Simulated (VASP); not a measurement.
# Te in VASP: further runs

Te is run at these levels: PBE; tasks: single point.

All numbers are computed with VASP 6.6.1; they aren't measurements. Logs are shortened: lines on timing, memory, paths and dates and some standing lists are left out, and cuts for length are marked.

## (1) The cell of the first run

The typed cell holds 4 atoms: a = 5.517 Å, b = 5.517 Å, c = 4.567 Å, α = 90.00°, β = 90.00°, γ = 109.39°.

## (2) Single point, PBE

The input, INCAR:

```
PREC = Accurate ; ENCUT = 500
EDIFF = 1E-6 ; ISMEAR = 0
SIGMA = 0.1 ; LREAL = F
LASPH = T ; NELM = 120
ALGO = Normal ; ISIF = 2
LWAVE = F ; LCHARG = F
GGA = PE ; NBANDS = 20
GGA_COMPAT = F
```

The input, KPOINTS:

```
regular mesh
0
Gamma
  10 10 8
```

The input, POSCAR:

```
Te
1.0
    3.1884986818     -4.5023563798      0.0000000000
    3.1884986818      4.5023563798      0.0000000000
    0.0000000000      0.0000000000      4.5673326869
Te
4
Direct
    0.6249989960      0.3750010040      0.7500354187
    0.1249989960      0.8750010040      0.7499645813
    0.3750010040      0.6249989960      0.2499645813
    0.8750010040      0.1249989960      0.2500354187
```

Potentials or basis: VASP PAW PBE potentials, release 64 (Te).

Started as:

```
cat potpaw_PBE.64/Te/POTCAR > POTCAR
mpirun -np 1 vasp_std > vasp.out
```

OUTCAR:

```text
PREC = Accurate
   ENCUT = 500
   EDIFF = 1E-6
   ISMEAR = 0
   LREAL = F
   LASPH = T
   NELM = 120
   ISIF = 2
   GGA = PE

 ion  position               nearest neighbor table
   1  0.625  0.375  0.750-   2 3.19   2 3.19   3 3.21   4 3.21   4 3.21   3 3.21
   2  0.125  0.875  0.750-   1 3.19   1 3.19   4 3.21   3 3.21   3 3.21   4 3.21
   3  0.375  0.625  0.250-   4 3.19   4 3.19   1 3.21   2 3.21   2 3.21   1 3.21
   4  0.875  0.125  0.250-   3 3.19   3 3.19   2 3.21   1 3.21   1 3.21   2 3.21

  LATTYP: Found a base centered orthorhombic cell.
 ALAT       =     6.3769973636
 B/A-ratio  =     1.4120615466
 C/A-ratio  =     0.7162199428

  Lattice vectors:

 A1 = (   3.1884986818,  -4.5023563798,   0.0000000000)
 A2 = (   3.1884986818,   4.5023563798,   0.0000000000)
 A3 = (   0.0000000000,   0.0000000000,   4.5673326869)

Analysis of symmetry for initial positions (statically):
=====================================================================
 Subroutine PRICEL returns:
 Original cell was already a primitive cell.

 Routine SETGRP: Setting up the symmetry group for a
 base centered orthorhombic supercell.

 Subroutine GETGRP returns: Found  8 space group operations
 (whereof  4 operations were pure point group operations)
 out of a pool of  8 trial point group operations.

The static configuration has the point symmetry C_2h.
 The point group associated with its full space group is D_2h.

Analysis of symmetry for dynamics (positions and initial velocities):
=====================================================================
 Subroutine PRICEL returns:
 Original cell was already a primitive cell.

 Routine SETGRP: Setting up the symmetry group for a
 base centered orthorhombic supercell.

 Subroutine GETGRP returns: Found  8 space group operations
 (whereof  4 operations were pure point group operations)
 out of a pool of  8 trial point group operations.

The dynamic configuration has the point symmetry C_2h.
 The point group associated with its full space group is D_2h.

 Subroutine INISYM returns: Found  8 space group operations
 (whereof  4 operations are pure point group operations),
 and found     1 'primitive' translations

----------------------------------------------------------------------------------------
[... 87 lines left out ...]
 SYSTEM =  unknown system
   PREC   = accura    normal or accurate (medium, high low for compatibility)
   ISTART =      0    job   : 0-new  1-cont  2-samecut
   ICHARG =      2    charge: 1-file 2-atom 10-const
   ISPIN  =      1    spin polarized calculation?
   LNONCOLLINEAR =      F non collinear calculations
   LSORBIT =      F    spin-orbit coupling
   LASPH  =      T    aspherical Exc in radial PAW
   ENCUT  =  500.0 eV  36.75 Ry    6.06 a.u.  10.06 10.06  8.33*2*pi/ulx,y,z
   NELM   =    120;   NELMIN=  2; NELMDL= -5     # of ELM steps
   EDIFF  = 0.1E-05   stopping-criterion for ELM
   LREAL  =      F    real-space projection
   EDIFFG = 0.1E-04   stopping-criterion for IOM
   NSW    =      0    number of steps for IOM
   IBRION =     -1    ionic relax: 0-MD 1-quasi-New 2-CG
   NFREE  =      0    steps in history (QN), initial steepest desc. (CG)
   ISIF   =      2    stress and relaxation
   ISYM   =      2    0-nonsym 1-usesym 2-fastsym
   POTIM  = 0.5000    time-step for ionic-motion
   TEBEG  =    0.0;   TEEND  =   0.0 temperature during run
   PSTRESS=    0.0 pullay stress
   NELECT =      24.0000    total number of electrons
   NUPDOWN=      -1.0000    fix difference up-down
   EMIN   =  10.00;   EMAX   =-10.00  energy-range for DOS
   EFERMI =   0.00;   METHOD = LEGACY
   ISMEAR =     0;   SIGMA  =   0.10  broadening in eV -4-tet -1-fermi 0-gaus
   EFERMI_NEDOS =   21; number of points for ismear=-14 and -15
   IALGO  =     38    algorithm
   IMIX   =      4    mixing-type and parameters
     AMIX     =   0.40;   BMIX     =  1.00
     AMIX_MAG =   1.60;   BMIX_MAG =  1.00
  volume/ion in A,a.u.               =      32.78       221.24
  Fermi-wavevector in a.u.,A,eV,Ry     =   0.929478  1.756458 11.754466  0.863929
  Thomas-Fermi vector in A             =   2.055765
   LORBIT       =      0    0 simple, 1 ext, 2 COOP (PROOUT), +10 PAW based schemes
   GGA     = PE    functional components
   LHFCALC =     F    Hartree Fock is set to
   AEXX    =    0.0000 exact exchange contribution
   IVDW    =     0    specifies the selected vdW correction
   LEPSILON=     F    determine dielectric tensor
   LRPA    =     F    only Hartree local field effects (RPA)
 non-spin polarized calculation
 Gauss-broadening in eV      SIGMA  =   0.10
  energy-cutoff  :      500.00
  volume of cell :      131.14
 maximum number of plane-waves:      3366
   NGX = 21   NGY = 21   NGZ = 17

 number of electron      23.9999996 magnetization

 Free energy of the ion-electron system (eV)
  ---------------------------------------------------
  ext. energy  EPLUGINS =         0.00000000
  ---------------------------------------------------
  free energy    TOTEN  =       -12.41376041 eV

  energy without entropy =      -12.40475650  energy(sigma->0) =      -12.40925846

 E-fermi :   6.4173     XC(G=0):  -9.2707

 val. band max:        6.4151438699   @ k =   0.4000   0.1000   0.2500
 cond. band min:       6.4235549652   @ k =  -0.2000   0.2000   0.0000
 fundamental gap:      0.0084110953
 Fermi energy:         6.4173310672

 k-point     1 :       0.0000    0.0000    0.0000
  band No.  band energies     occupation
      1      -7.1803      2.00000
      2      -4.0396      2.00000
      3      -4.0395      2.00000
      4      -3.7747      2.00000
      5       1.7380      2.00000
      6       1.7380      2.00000
[... 541 lines left out ...]
     19      11.9057      0.00000
     20      13.2154      0.00000

 [... further k-points ...]
[... 5 lines left out ...]
  --------------------------------------------------------------------------------------
  -------------------------------------------------------------------------------------
  Total       -0.0328609     -0.0401605     -0.0478784      0.0000000     -0.0000000      0.0000000
  in kB       -0.4014873     -0.4906718     -0.5849669      0.0000000     -0.0000000      0.0000000
  external PRESSURE =      -0.4923753 kB  Pullay stress =       0.0000000 kB

 VOLUME and BASIS-vectors are now :
 -----------------------------------------------------------------------------
  energy-cutoff  :      500.00
  volume of cell :      131.14
      direct lattice vectors                 reciprocal lattice vectors
     3.188498682 -4.502356380  0.000000000     0.156813614 -0.111052959  0.000000000
     3.188498682  4.502356380  0.000000000     0.156813614  0.111052959  0.000000000
     0.000000000  0.000000000  4.567332687     0.000000000  0.000000000  0.218946170

 POSITION                                       TOTAL-FORCE (eV/Angst)
 -----------------------------------------------------------------------------------
      3.18850     -1.12558      3.42566         0.000000     -0.000064     -0.000281
      3.18850      3.37678      3.42534         0.000000     -0.000064      0.000281
      3.18850      1.12558      1.14167         0.000000      0.000064      0.000281
      3.18850     -3.37678      1.14199         0.000000      0.000064     -0.000281
 -----------------------------------------------------------------------------------
    total drift:                                0.000000      0.000000      0.000000

  FREE ENERGIE OF THE ION-ELECTRON SYSTEM (eV)
  ---------------------------------------------------
  free  energy   TOTEN  =       -12.4137604104 eV

  energy  without entropy=      -12.4047565025  energy(sigma->0) =      -12.40925846
```

stdout:

```text
POSCAR found type information on POSCAR Te
 POSCAR found :  1 types and       4 ions
 scaLAPACK will be used
 LDA part: xc-table for (Slater+PW92), standard interpolation
 POSCAR, INCAR and KPOINTS ok, starting setup
 FFT: planning ... GRIDC
 FFT: planning ... GRID_SOFT
 FFT: planning ... GRID
 WAVECAR not read
 entering main loop
```

Wall time 4.4 min (1 thread of AMD EPYC 7R13, shared host); peak memory 0.39 GiB.

Results:

* Free energy: -12.4138 eV
* Pressure: 0.0 GPa
* Band gap on the k mesh: zero (bands 12 and 13 overlap by 2.77 eV)

Caveat: spin-orbit coupling is left out, which moves the levels of the heavy elements.

## (3) Single point, PBE

This run uses another cell than the first one, of the same volume but with other edges.

The input, INCAR:

```
PREC = Accurate ; ENCUT = 520
EDIFF = 1E-7 ; ISMEAR = 0
SIGMA = 0.1 ; LREAL = False
LASPH = True ; NELM = 100
ALGO = Normal ; ISIF = 2
LWAVE = False ; LCHARG = False
GGA = PE ; NBANDS = 20
```

The input, KPOINTS:

```
Automatic mesh
0
Gamma
  14 10 6
```

The input, POSCAR:

```
Te
1.0
    3.2065957500      0.0000000000      0.0000000000
    0.0000000000      4.5164634220      0.0000000000
    0.0000000000      0.0000000000      9.0502659579
Te
4
Direct
    0.5000000000      0.5012944111      0.7600003708
    0.5000000000      0.4987055889      0.2600003708
    0.5000000000      0.9996187085      0.0099996292
    0.5000000000      0.0003812915      0.5099996292
```

Potentials or basis: VASP PAW PBE potentials, release 64 (Te).

Started as:

```
cat potpaw_PBE.64/Te/POTCAR > POTCAR
mpirun -np 1 vasp_std > vasp.out
```

Run time: 4.6 min. Hardware: 1 thread of Intel Xeon Platinum 8259CL at 2.50GHz (Skylake/Cascade Lake), shared host; peak memory 0.5 GiB.

The run converged. Its results:

```yaml
Free_energy: -12.4160 eV
Pressure: 0.0 GPa
Band_gap_on_the_k_mesh: zero (bands 12 and 13 overlap by 3.83 eV)
```

Levels at points of the mesh, in eV from the Fermi level:
| k point | band 8 | band 9 | band 10 | band 11 | band 12 | band 13 | band 14 | band 15 | band 16 | band 17 |
| --- | --- | --- | --- | --- | --- | --- | --- | --- | --- | --- |
| (0.00, 0.00, 0.00) | -2.51 | -2.38 | -2.37 | 1.12 | 1.19 | 1.20 | 2.18 | 2.31 | 2.31 | 3.79 |
| (0.50, 0.00, 0.00) | -3.00 | -2.98 | -2.94 | -1.09 | -1.09 | -0.73 | -0.73 | 2.52 | 2.53 | 4.43 |
| (0.00, 0.50, 0.00) | -2.52 | -2.39 | -2.39 | 2.31 | 2.31 | 2.48 | 2.48 | 2.55 | 2.55 | 7.08 |
| (0.50, 0.50, 0.00) | -4.42 | -4.38 | -4.38 | -1.10 | -1.10 | -0.74 | -0.74 | 2.17 | 2.17 | 3.83 |
| (0.00, 0.00, 0.50) | -3.82 | -0.40 | -0.40 | -0.32 | -0.32 | 1.44 | 1.44 | 3.32 | 3.32 | 3.64 |
| (0.50, 0.00, 0.50) | -3.50 | -2.49 | -2.49 | -2.29 | -2.29 | 1.01 | 1.01 | 1.25 | 1.25 | 4.26 |
| (0.00, 0.50, 0.50) | -4.95 | 0.67 | 0.67 | 0.69 | 0.69 | 2.38 | 2.38 | 2.40 | 2.40 | 7.67 |
| (0.50, 0.50, 0.50) | -4.51 | -3.42 | -3.42 | -3.41 | -3.41 | 2.11 | 2.11 | 2.13 | 2.13 | 3.10 |

Caveat: spin-orbit coupling is left out, which moves the levels of the heavy elements.

## (4) Single point, PBE

This run uses another cell than the first one, of the same volume but with other edges.

The input, INCAR:

```
ALGO = Normal ; EDIFF = 1E-6
ENCUT = 520 ; GGA = PE
ISIF = 2 ; ISMEAR = 0
LASPH = True ; LCHARG = False
LREAL = False ; LWAVE = False
NBANDS = 20 ; NELM = 100
PREC = Accurate ; SIGMA = 0.1
```

The input, KPOINTS:

```
k-points
0
Gamma
  6 14 10
```

The input, POSCAR:

```
Te
1.0
    9.0562308611      0.0000000000      0.0000000000
    0.0000000000      3.2069306331      0.0000000000
    0.0000000000      0.0000000000      4.5135595667
Te
4
Direct
    0.7500000000      0.5000000000      0.5001244238
    0.2500000000      0.5000000000      0.4998755762
    0.0000000000      0.5000000000      0.0000000000
    0.5000000000      0.5000000000      0.0000000000
```

Started as:

```
cat potpaw_PBE.64/Te/POTCAR > POTCAR
mpirun -np 1 vasp_std > vasp.out
```

Run time: 4.6 min. Hardware: 1 thread of Intel Xeon Platinum 8259CL at 2.50GHz (Skylake/Cascade Lake), shared host; peak memory 0.5 GiB.

It converged, with:

```
Free energy            : -12.4160 eV
Pressure               : 0.0 GPa
Band gap on the k mesh : zero (bands 12 and 13 overlap by 3.83 eV)
```

Levels at points of the mesh, in eV from the Fermi level:
```csv
k point,band 8,band 9,band 10,band 11,band 12,band 13,band 14,band 15,band 16,band 17
"(0.00, 0.00, 0.00)",-2.50,-2.37,-2.37,1.12,1.18,1.20,2.18,2.30,2.30,3.79
"(0.50, 0.00, 0.00)",-3.82,-0.40,-0.40,-0.32,-0.32,1.44,1.44,3.31,3.31,3.63
"(0.00, 0.50, 0.00)",-3.00,-2.97,-2.94,-1.08,-1.08,-0.73,-0.73,2.52,2.53,4.43
"(0.50, 0.50, 0.00)",-3.50,-2.49,-2.49,-2.29,-2.29,1.01,1.01,1.25,1.25,4.26
"(0.00, 0.00, 0.50)",-2.52,-2.39,-2.39,2.31,2.31,2.48,2.48,2.55,2.55,7.09
"(0.50, 0.00, 0.50)",-4.96,0.67,0.67,0.68,0.68,2.39,2.39,2.39,2.39,7.68
"(0.00, 0.50, 0.50)",-4.42,-4.37,-4.37,-1.10,-1.10,-0.75,-0.75,2.17,2.17,3.83
"(0.50, 0.50, 0.50)",-4.51,-3.42,-3.42,-3.41,-3.41,2.12,2.12,2.12,2.12,3.10
```

Caveat: spin-orbit coupling is left out, which moves the levels of the heavy elements.

## (5) Overview

| cell | k mesh | cutoff (eV) | gap on the mesh (eV) | pressure (GPa) |
| --- | --- | --- | --- | --- |
| a = 5.517, b = 5.517, c = 4.567 Å, angles 90.0, 90.0, 109.4°, 4 atoms, atomic positions A | 10 × 10 × 8 | 500 | none | 0.0 |
| a = 3.207, b = 4.516, c = 9.050 Å, 4 atoms, atomic positions B | 14 × 10 × 6 | 520 | none | 0.0 |
| a = 9.056, b = 3.207, c = 4.514 Å, 4 atoms, atomic positions C | 6 × 14 × 10 | 520 | none | 0.0 |

Alike in all rows: task single point; level PBE; potentials or basis VASP PAW PBE potentials, release 64 (Te); no spin polarisation; smearing gaussian 0.1 eV.

Caveats: spin-orbit coupling is left out, which moves the levels of the heavy elements.

Total energies depend on the potentials used, so only differences within one code and one set of settings carry meaning.
